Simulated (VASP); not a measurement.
# C (Fd-3m) in VASP: further runs

C is run at these levels: PBE; tasks: single point.

Everything below comes from runs of VASP 6.6.1. Logs are shortened: lines on timing, memory, paths and dates and some standing lists are left out, and cuts for length are marked.

## (1) The cell of the first run

It takes space group Fd-3m (No. 227, cubic). The conventional cell has a = 3.571 Å, b = 3.571 Å, c = 3.571 Å, α = 90.00°, β = 90.00°, γ = 90.00°. C (site symmetry -43m) has 4 C at 1.55 Å within 2.1 Å.

## (2) Single point, PBE

INCAR

```
PREC = Accurate ; ENCUT = 600
EDIFF = 1E-6 ; ISMEAR = 0
SIGMA = 0.01 ; LREAL = F
LASPH = T ; NELM = 120
ALGO = Normal ; ISIF = 2
LWAVE = F ; LCHARG = T
GGA = PE ; LELF = T
LVHAR = T ; NBANDS = 11
GGA_COMPAT = F
```

KPOINTS

```
Automatic mesh
0
Gamma
  10 10 10
```

POSCAR

```
C
1.0
    0.0000000000      1.7857368625      1.7857368625
    1.7857368625      0.0000000000      1.7857368625
    1.7857368625      1.7857368625      0.0000000000
C
2
Direct
    0.0000000000      0.0000000000      0.0000000000
    0.2500000000      0.2500000000      0.2500000000
```

Potentials or basis: VASP PAW PBE potentials, release 64 (C).

Command:

```console
cat potpaw_PBE.64/C/POTCAR > POTCAR
mpirun -np 1 vasp_std > vasp.out
```

OUTCAR:

```text
PREC = Accurate
   ENCUT = 600
   EDIFF = 1E-6
   ISMEAR = 0
   LREAL = F
   LASPH = T
   NELM = 120
   ISIF = 2
   GGA = PE

 ion  position               nearest neighbor table
   1  0.000  0.000  0.000-   2 1.55   2 1.55   2 1.55   2 1.55
   2  0.250  0.250  0.250-   1 1.55   1 1.55   1 1.55   1 1.55

  LATTYP: Found a face centered cubic cell.
 ALAT       =     3.5714737250

  Lattice vectors:

 A1 = (   0.0000000000,   1.7857368625,   1.7857368625)
 A2 = (   1.7857368625,   0.0000000000,   1.7857368625)
 A3 = (   1.7857368625,   1.7857368625,   0.0000000000)

Analysis of symmetry for initial positions (statically):
=====================================================================
 Subroutine PRICEL returns:
 Original cell was already a primitive cell.

 Routine SETGRP: Setting up the symmetry group for a
 face centered cubic supercell.

 Subroutine GETGRP returns: Found 48 space group operations
 (whereof 24 operations were pure point group operations)
 out of a pool of 48 trial point group operations.

The static configuration has the point symmetry T_d .
 The point group associated with its full space group is O_h .

Analysis of symmetry for dynamics (positions and initial velocities):
=====================================================================
 Subroutine PRICEL returns:
 Original cell was already a primitive cell.

 Routine SETGRP: Setting up the symmetry group for a
 face centered cubic supercell.

 Subroutine GETGRP returns: Found 48 space group operations
 (whereof 24 operations were pure point group operations)
 out of a pool of 48 trial point group operations.

The dynamic configuration has the point symmetry T_d .
 The point group associated with its full space group is O_h .

 Subroutine INISYM returns: Found 48 space group operations
 (whereof 24 operations are pure point group operations),
 and found     1 'primitive' translations

----------------------------------------------------------------------------------------

                                     Primitive cell

  volume of cell :      11.3889

  direct lattice vectors                    reciprocal lattice vectors
     0.000000000  1.785736863  1.785736863    -0.279996460  0.279996460  0.279996460
     1.785736863  0.000000000  1.785736863     0.279996460 -0.279996460  0.279996460
     1.785736863  1.785736863  0.000000000     0.279996460  0.279996460 -0.279996460

  length of vectors
     2.525413290  2.525413290  2.525413290     0.484968095  0.484968095  0.484968095

  position of ions in fractional coordinates (direct lattice)
     0.000000000  0.000000000  0.000000000
     0.250000000  0.250000000  0.250000000

  ion indices of the primitive-cell ions
   primitive index   ion index
                 1           1
                 2           2

----------------------------------------------------------------------------------------

 KPOINTS: Automatic mesh

Automatic generation of k-mesh.
 Grid dimensions read from file:
 generate k-points for:   10   10   10

 Generating k-lattice:

  Cartesian coordinates                     Fractional coordinates (reciprocal lattice)
    -0.027999646  0.027999646  0.027999646     0.100000000  0.000000000  0.000000000
     0.027999646 -0.027999646  0.027999646     0.000000000  0.100000000  0.000000000
     0.027999646  0.027999646 -0.027999646     0.000000000  0.000000000  0.100000000

  Length of vectors
     0.048496809  0.048496809  0.048496809

  Shift w.r.t. Gamma in fractional coordinates (k-lattice)
     0.000000000  0.000000000  0.000000000

 Subroutine IBZKPT returns following result:
 ===========================================

 Found     47 irreducible k-points:

 Following reciprocal coordinates:
            Coordinates               Weight
  0.000000  0.000000  0.000000      1.000000
  0.100000  0.000000  0.000000      8.000000
  0.200000  0.000000  0.000000      8.000000
  0.300000  0.000000  0.000000      8.000000
  0.400000  0.000000  0.000000      8.000000
  0.500000  0.000000  0.000000      4.000000
[... 16 lines left out ...]
  0.300000  0.300000  0.000000      6.000000
  0.400000  0.300000  0.000000     24.000000
 [... further k-points ...]
   k-points           NKPTS =     47   k-points in BZ     NKDIM =     47   number of bands    NBANDS=     11
   number of dos      NEDOS =    301   number of ions     NIONS =      2
   total plane-waves  NPLWV =   8000
   dimension x,y,z NGX =    20 NGY =   20 NGZ =   20
   dimension x,y,z NGXF=    40 NGYF=   40 NGZF=   40
   ions per type =               2
   NGX,Y,Z   is equivalent  to a cutoff of  13.17, 13.17, 13.17 a.u.
   NGXF,Y,Z  is equivalent  to a cutoff of  26.33, 26.33, 26.33 a.u.
 SYSTEM =  unknown system
   PREC   = accura    normal or accurate (medium, high low for compatibility)
   ISTART =      0    job   : 0-new  1-cont  2-samecut
   ICHARG =      2    charge: 1-file 2-atom 10-const
   ISPIN  =      1    spin polarized calculation?
   LNONCOLLINEAR =      F non collinear calculations
   LSORBIT =      F    spin-orbit coupling
   LASPH  =      T    aspherical Exc in radial PAW
   ENCUT  =  600.0 eV  44.10 Ry    6.64 a.u.   5.04  5.04  5.04*2*pi/ulx,y,z
   NELM   =    120;   NELMIN=  2; NELMDL= -5     # of ELM steps
   EDIFF  = 0.1E-05   stopping-criterion for ELM
   LREAL  =      F    real-space projection
   EDIFFG = 0.1E-04   stopping-criterion for IOM
   NSW    =      0    number of steps for IOM
   IBRION =     -1    ionic relax: 0-MD 1-quasi-New 2-CG
   NFREE  =      0    steps in history (QN), initial steepest desc. (CG)
   ISIF   =      2    stress and relaxation
   ISYM   =      2    0-nonsym 1-usesym 2-fastsym
   POTIM  = 0.5000    time-step for ionic-motion
   TEBEG  =    0.0;   TEEND  =   0.0 temperature during run
   PSTRESS=    0.0 pullay stress
   NELECT =       8.0000    total number of electrons
   NUPDOWN=      -1.0000    fix difference up-down
   EMIN   =  10.00;   EMAX   =-10.00  energy-range for DOS
   EFERMI =   0.00;   METHOD = LEGACY
   ISMEAR =     0;   SIGMA  =   0.01  broadening in eV -4-tet -1-fermi 0-gaus
   EFERMI_NEDOS =   21; number of points for ismear=-14 and -15
   IALGO  =     38    algorithm
   IMIX   =      4    mixing-type and parameters
     AMIX     =   0.40;   BMIX     =  1.00
     AMIX_MAG =   1.60;   BMIX_MAG =  1.00
  volume/ion in A,a.u.               =       5.69        38.43
  Fermi-wavevector in a.u.,A,eV,Ry     =   1.455272  2.750064 28.814625  2.117815
  Thomas-Fermi vector in A             =   2.572325
   LORBIT       =      0    0 simple, 1 ext, 2 COOP (PROOUT), +10 PAW based schemes
   GGA     = PE    functional components
   LHFCALC =     F    Hartree Fock is set to
   AEXX    =    0.0000 exact exchange contribution
   IVDW    =     0    specifies the selected vdW correction
   LEPSILON=     F    determine dielectric tensor
   LRPA    =     F    only Hartree local field effects (RPA)
 non-spin polarized calculation
 Gauss-broadening in eV      SIGMA  =   0.01
  energy-cutoff  :      600.00
  volume of cell :       11.39
 maximum number of plane-waves:       392
   NGX =  9   NGY =  9   NGZ =  9

 number of electron       7.9999999 magnetization

 Free energy of the ion-electron system (eV)
  ---------------------------------------------------
  ext. energy  EPLUGINS =         0.00000000
  ---------------------------------------------------
  free energy    TOTEN  =       -18.19043979 eV

  energy without entropy =      -18.19043979  energy(sigma->0) =      -18.19043979

 E-fermi :   9.8883     XC(G=0): -13.2307

 val. band max:        9.6710777481   @ k =   0.0000   0.0000   0.0000
 cond. band min:      13.8323702703   @ k =   0.4000   0.4000   0.0000
 fundamental gap:      4.1612925223
 Fermi energy:         9.8882919871

 k-point     1 :       0.0000    0.0000    0.0000
  band No.  band energies     occupation
      1     -11.7520      2.00000
      2       9.6711      2.00000
      3       9.6711      2.00000
      4       9.6711      2.00000
      5      15.2504      0.00000
      6      15.2504      0.00000
      7      15.2504      0.00000
      8      22.9113      0.00000
      9      28.9153      0.00000
     10      36.1636      0.00000
     11      36.1636      0.00000

 k-point     2 :       0.1000    0.0000    0.0000
  band No.  band energies     occupation
      1     -11.4761      2.00000
      2       8.0007      2.00000
      3       9.2264      2.00000
      4       9.2264      2.00000
      5      15.8341      0.00000
      6      15.8341      0.00000
      7      16.1875      0.00000
      8      23.1520      0.00000
      9      29.3595      0.00000
     10      33.6455      0.00000
     11      33.6455      0.00000

 k-point     3 :       0.2000    0.0000    0.0000
  band No.  band energies     occupation
      1     -10.6530      2.00000
      2       4.8047      2.00000
      3       8.3538      2.00000
      4       8.3538      2.00000
      5      16.9606      0.00000
      6      16.9606      0.00000
      7      17.3816      0.00000
      8      23.8218      0.00000
      9      30.1239      0.00000
     10      32.1349      0.00000
     11      32.1349      0.00000

 k-point     4 :       0.3000    0.0000    0.0000
  band No.  band energies     occupation
      1      -9.3035      2.00000
      2       1.4155      2.00000
      3       7.5658      2.00000
      4       7.5658      2.00000
      5      17.7820      0.00000
      6      17.7820      0.00000
      7      18.0588      0.00000
      8      24.6418      0.00000
      9      30.4559      0.00000
     10      32.3950      0.00000
     11      32.3950      0.00000
[... 239 lines left out ...]
 k-point    22 :      -0.2000    0.2000    0.0000
  band No.  band energies     occupation
      1      -8.8569      2.00000
      2       2.7093      2.00000
      3       3.6902      2.00000
      4       7.6932      2.00000
      5      18.1368      0.00000
      6      18.2242      0.00000
      7      20.1270      0.00000
      8      23.2731      0.00000
      9      29.6928      0.00000
     10      30.6002      0.00000
     11      33.5581      0.00000

 k-point    23 :       0.3000    0.3000    0.0000
  band No.  band energies     occupation
      1      -8.4898      2.00000
      2       3.5986      2.00000
      3       4.8046      2.00000
      4       4.8046      2.00000
      5      13.8965      0.00000
      6      18.3332      0.00000
      7      22.7219      0.00000
      8      22.7219      0.00000
      9      30.4039      0.00000
     10      32.4714      0.00000
     11      40.3625      0.00000

 k-point    24 :       0.4000    0.3000    0.0000
  band No.  band energies     occupation
      1      -7.1757      2.00000
      2       1.6304      2.00000
      3       3.7113      2.00000
      4       4.3351      2.00000
      5      14.4526      0.00000
      6      17.6745      0.00000
      7      23.7049      0.00000
      8      23.7569      0.00000
      9      31.3231      0.00000
     10      32.5028      0.00000
     11      40.3723      0.00000

 [... further k-points ...]
[... 5 lines left out ...]
  --------------------------------------------------------------------------------------
  -------------------------------------------------------------------------------------
  Total        0.0022727      0.0022727      0.0022727      0.0000000      0.0000000      0.0000000
  in kB        0.3197198      0.3197198      0.3197198      0.0000000      0.0000000      0.0000000
  external PRESSURE =       0.3197198 kB  Pullay stress =       0.0000000 kB

 VOLUME and BASIS-vectors are now :
 -----------------------------------------------------------------------------
  energy-cutoff  :      600.00
  volume of cell :       11.39
      direct lattice vectors                 reciprocal lattice vectors
     0.000000000  1.785736863  1.785736863    -0.279996460  0.279996460  0.279996460
     1.785736863  0.000000000  1.785736863     0.279996460 -0.279996460  0.279996460
     1.785736863  1.785736863  0.000000000     0.279996460  0.279996460 -0.279996460

 POSITION                                       TOTAL-FORCE (eV/Angst)
 -----------------------------------------------------------------------------------
      0.00000      0.00000      0.00000         0.000000      0.000000     -0.000000
      0.89287      0.89287      0.89287        -0.000000     -0.000000      0.000000
 -----------------------------------------------------------------------------------
    total drift:                                0.000000      0.000000      0.000000

  FREE ENERGIE OF THE ION-ELECTRON SYSTEM (eV)
  ---------------------------------------------------
  free  energy   TOTEN  =       -18.1904397939 eV

  energy  without entropy=      -18.1904397939  energy(sigma->0) =      -18.19043979
```

It took 7.7 s on 1 thread of Intel Xeon 8259CL, shared host; peak memory 0.12 GiB.

What came out:

```yaml
Free_energy: -18.1904 eV
Pressure: 0.0 GPa
Band_gap_on_the_k_mesh: 4.16 eV, indirect (least direct gap 5.58 eV)
```

A k mesh can miss the band edges. Expect the measured gap to be larger: semilocal functionals such as PBE lack the derivative discontinuity.

## (3) Single point, PBE (volume changed by -3%)

INCAR

```
PREC = Accurate
ENCUT = 600
EDIFF = 1E-6
ISMEAR = 0
SIGMA = 0.01
LREAL = False
LASPH = True
NELM = 120
ALGO = Normal
ISIF = 2
LWAVE = False
LCHARG = False
GGA = PE
NBANDS = 11
GGA_COMPAT = False
```

KPOINTS is that of step 2.

POSCAR

```
C
1.0
    0.0000000000      1.7676978831      1.7676978831
    1.7676978831      0.0000000000      1.7676978831
    1.7676978831      1.7676978831      0.0000000000
C
2
Direct
    0.0000000000      0.0000000000      0.0000000000
    0.2500000000      0.2500000000      0.2500000000
```

Potentials or basis: VASP PAW PBE potentials, release 64 (C).

Command:

```console
cat potpaw_PBE.64/C/POTCAR > POTCAR
mpirun -np 1 vasp_std > vasp.out
```

Run time: 9.7 s. Hardware: 1 thread of Intel Xeon 8259CL, shared host; peak memory 0.12 GiB.

It converged, with:

```yaml
Free_energy: -18.1742 eV
Pressure: 14.1 GPa
Band_gap_on_the_k_mesh: 4.23 eV, indirect (least direct gap 5.66 eV)
```

Levels at points of the mesh, in eV from the valence-band top:
| k point | band 1 | band 2 | band 3 | band 4 | band 5 | band 6 | band 7 | band 8 |
| --- | --- | --- | --- | --- | --- | --- | --- | --- |
| (0.00, 0.00, 0.00) | -21.84 | 0.00 | 0.00 | 0.00 | 5.66 | 5.66 | 5.66 | 13.94 |
| (0.50, 0.00, 0.00) | -15.91 | -13.67 | -2.87 | -2.87 | 8.57 | 8.57 | 9.21 | 15.94 |
| (0.50, 0.50, 0.00) | -12.95 | -12.95 | -6.46 | -6.46 | 4.81 | 4.81 | 17.21 | 17.21 |

 A k mesh can miss the band edges.
